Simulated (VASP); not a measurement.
# Li (Cmcm) in VASP: further runs, part 3 of 3

VASP 6.6.1. The steps go on from the part before.

**4. Single point, PBEsol+D3(BJ) (mode 4 frozen in at -0.319 Å and mode 5 at +0.000 Å (largest displacements))**

File INCAR:

```
PREC = Accurate
ENCUT = 520
EDIFF = 1E-7
ISMEAR = 0
SIGMA = 0.15
LREAL = F
LASPH = T
NELM = 60
ALGO = Fast
ISIF = 2
LWAVE = F
LCHARG = T
GGA = PS
IVDW = 12
LELF = T
LVHAR = T
NBANDS = 10
```

File KPOINTS:

```
regular mesh
0
Gamma
  16 16 10
```

File POSCAR:

```
Li
1.0
    0.0000000000     -2.0954789853     -2.0954789853
    0.0000000000      2.0954789853     -2.0954789853
    4.1909579706      0.0000000000      0.0000000000
Li
2
Direct
    0.5760685271      0.4239314729      0.5000000000
   -0.0760685271      0.0760685271      0.0000000000
```

Potentials or basis: VASP PAW PBE potentials, release 64 (Li_sv).

The run is started by

```bash
$ cat potpaw_PBE.64/Li_sv/POTCAR > POTCAR
$ mpirun -np 1 vasp_std > vasp.out
```

OUTCAR:

```text
PREC = Accurate
   ENCUT = 520
   EDIFF = 1E-7
   ISMEAR = 0
   LREAL = F
   LASPH = T
   NELM = 60
   ISIF = 2
   GGA = PS
   IVDW = 12
 IVDW          = 12

 ion  position               nearest neighbor table
   1  0.576  0.424  0.500-   2 2.55   2 2.55
   2  0.924  0.076  0.000-   1 2.55   1 2.55

  LATTYP: Found a simple tetragonal cell.
 ALAT       =     2.9634548007
 C/A-ratio  =     1.4142135624

  Lattice vectors:

 A1 = (   0.0000000000,  -2.0954789853,  -2.0954789853)
 A2 = (   0.0000000000,   2.0954789853,  -2.0954789853)
 A3 = (   4.1909579706,   0.0000000000,   0.0000000000)

Analysis of symmetry for initial positions (statically):
=====================================================================
 Subroutine PRICEL returns:
 Original cell was already a primitive cell.

 Routine SETGRP: Setting up the symmetry group for a
 simple tetragonal supercell.

 Subroutine GETGRP returns: Found  8 space group operations
 (whereof  4 operations were pure point group operations)
 out of a pool of 16 trial point group operations.

The static configuration has the point symmetry C_2v.
 The point group associated with its full space group is D_2h.

[... 172 lines left out ...]
      1     -45.0043      2.00000
      2     -44.9460      2.00000
      3      -2.7518      2.00000
      4       2.3852      0.00000
      5       6.0239      0.00000
      6      10.2433      0.00000
      7      10.3748      0.00000
      8      11.3962      0.00000
      9      13.5541      0.00000
     10      16.8413      0.00000
[... 287 lines left out ...]
 k-point    24 :       0.5000    0.0625    0.0000
  band No.  band energies     occupation
      1     -44.9855      2.00000
      2     -44.9452      2.00000
      3      -0.0196      2.00000
      4       0.9238      1.21749
      5       5.8187      0.00000
      6       7.6338      0.00000
      7       8.7669      0.00000
      8      10.1084      0.00000
      9      13.1685      0.00000
     10      13.6349      0.00000

 [... further k-points ...]

------------------------ aborting loop because EDIFF is reached ----------------------------------------

 Edisp (eV)   -0.32959

 E8    (eV) :    -0.2111

  FORCE on cell =-STRESS in cart. coord.  units (eV):
  Direction    XX          YY          ZZ          XY          YZ          ZX
  --------------------------------------------------------------------------------------
  -------------------------------------------------------------------------------------
  Total       0.69013    -0.18521    -0.41455     0.00000     0.00000     0.00000
  in kB      30.04210    -8.06224   -18.04572     0.00000     0.00000     0.00000
  external pressure =        1.31 kB  Pullay stress =        0.00 kB

 VOLUME and BASIS-vectors are now :
 -----------------------------------------------------------------------------
  energy-cutoff  :      520.00
  volume of cell :       36.81
      direct lattice vectors                 reciprocal lattice vectors
     0.000000000 -2.095478985 -2.095478985     0.000000000 -0.238608931 -0.238608931
     0.000000000  2.095478985 -2.095478985     0.000000000  0.238608931 -0.238608931
     4.190957971  0.000000000  0.000000000     0.238608931  0.000000000  0.000000000

 POSITION                                       TOTAL-FORCE (eV/Angst)
 -----------------------------------------------------------------------------------
      2.09548     -0.31880     -2.09548         0.000000      0.496538      0.000000
      0.00000     -1.77668     -2.09548         0.000000     -0.496538      0.000000
 -----------------------------------------------------------------------------------
    total drift:                               -0.000000     -0.000000     -0.000000

  FREE ENERGIE OF THE ION-ELECTRON SYSTEM (eV)
  ---------------------------------------------------
  free  energy   TOTEN  =        -4.0908126707 eV

  energy  without entropy=       -4.0810451860  energy(sigma->0) =       -4.08592893
```

stdout:

```text
POSCAR found type information on POSCAR Li
 POSCAR found :  1 types and       2 ions
 scaLAPACK will be used
 -----------------------------------------------------------------------------
|                                                                             |
|                                                                             |
|     You enforced a specific xc type in the INCAR file but a different       |
|     I HOPE YOU KNOW WHAT YOU ARE DOING!                                     |
|                                                                             |
 -----------------------------------------------------------------------------

 LDA part: xc-table for (Slater+PW92), standard interpolation
 POSCAR, INCAR and KPOINTS ok, starting setup
 FFT: planning ... GRIDC
 FFT: planning ... GRID_SOFT
 FFT: planning ... GRID
 WAVECAR not read
 entering main loop
WARNING in EDDRMM: call to ZHEGV failed, returncode =   6  3      4
WARNING in EDDRMM: call to ZHEGV failed, returncode =   8  4      5
WARNING in EDDRMM: call to ZHEGV failed, returncode =   6  3      8
WARNING in EDDRMM: call to ZHEGV failed, returncode =   6  3      4
WARNING in EDDRMM: call to ZHEGV failed, returncode =   6  3      8
WARNING in EDDRMM: call to ZHEGV failed, returncode =   8  4      9
```

Wall time 92 s (1 thread of Intel Xeon Platinum 8488C (Sapphire Rapids), shared host); peak memory 0.24 GiB.

Results:

| Item | Value |
| --- | --- |
| Free energy | -4.0908 eV |
| Largest force | 0.497 eV/Å |
| Band gap on the k mesh | zero (band 3 reaches 4.11 eV, above the bottom of band 4 at -1.20 eV) |
| Dispersion energy per atom | -0.165 eV |

Forces on the atoms (eV/Å):
```
Li   0.000  0.497  0.000
Li   0.000 -0.497  0.000
```

Caveat: the cell differs from its parent crystal (mode 4 frozen in at -0.319 Å and mode 5 at +0.000 Å (largest displacements)); the cutoff is under 1.25 times the usual one of these potentials, so pressure, stress and relaxed cells hold a basis-set (Pulay) error; the PAW data sets were made with another functional, which shifts forces and pressure a little; pairwise dispersion overbinds metals, which lowers pressure and volume.

**5. Single point, PBEsol+D3(BJ) (mode 4 frozen in at -0.106 Å and mode 5 at +0.000 Å (largest displacements))**

File INCAR:

```
SYSTEM = Li
  PREC = Accurate
  ENCUT = 520
  EDIFF = 1E-7
  ISMEAR = 0
  SIGMA = 0.15
  LREAL = .False.
  LASPH = .True.
  NELM = 80
  ALGO = Fast
  ISIF = 2
  LWAVE = .False.
  LCHARG = .False.
  GGA = PS
  IVDW = 12
  NBANDS = 10
```

File KPOINTS:

```
regular mesh
0
Gamma
  16 16 10
  0 0 0
```

File POSCAR:

```
Li
1.0
    0.0000000000     -2.0954789853     -2.0954789853
    0.0000000000      2.0954789853     -2.0954789853
    4.1909579706      0.0000000000      0.0000000000
Li
2
Direct
    0.5253402684      0.4746597316      0.5000000000
   -0.0253402684      0.0253402684      0.0000000000
```

The run is started by

```bash
$ cat potpaw_PBE.64/Li_sv/POTCAR > POTCAR
$ mpirun -np 1 vasp_std > vasp.out
```

Wall time 82 s (1 thread of Intel Xeon Platinum 8488C (Sapphire Rapids), shared host); peak memory 0.24 GiB.

It converged, with:

```yaml
Free_energy: -4.2361 eV
Largest_force: 0.175 eV/Å
Band_gap_on_the_k_mesh: zero (band 3 reaches 4.50 eV, above the bottom of band 4 at -1.21 eV)
Dispersion_energy_per_atom: -0.165 eV
```

Forces on the atoms (eV/Å):
```
Li   0.000  0.175  0.000
Li   0.000 -0.175  0.000
```

Levels at points of the mesh, in eV from the Fermi level:
```csv
k point,band 1,band 2,band 3,band 4,band 5,band 6,band 7,band 8
"(0.00, 0.00, 0.00)",-45.76,-45.72,-3.67,1.59,5.08,9.05,9.06,11.16
"(0.50, 0.00, 0.00)",-45.74,-45.73,-0.71,-0.40,5.49,6.09,8.60,9.11
"(0.50, 0.50, 0.00)",-45.73,-45.72,1.60,1.66,4.89,5.08,8.85,9.00
"(0.00, 0.00, 0.50)",-45.74,-45.74,-2.11,-2.11,10.93,10.93,11.01,11.01
"(0.50, 0.00, 0.50)",-45.73,-45.73,-0.05,-0.05,3.25,3.25,13.49,13.49
"(0.50, 0.50, 0.50)",-45.72,-45.72,3.60,3.60,3.70,3.70,4.77,4.77
```

Caveat: the cell differs from its parent crystal (mode 4 frozen in at -0.106 Å and mode 5 at +0.000 Å (largest displacements)); the cutoff is under 1.25 times the usual one of these potentials, so pressure, stress and relaxed cells hold a basis-set (Pulay) error; the PAW data sets were made with another functional, which shifts forces and pressure a little; pairwise dispersion overbinds metals, which lowers pressure and volume.
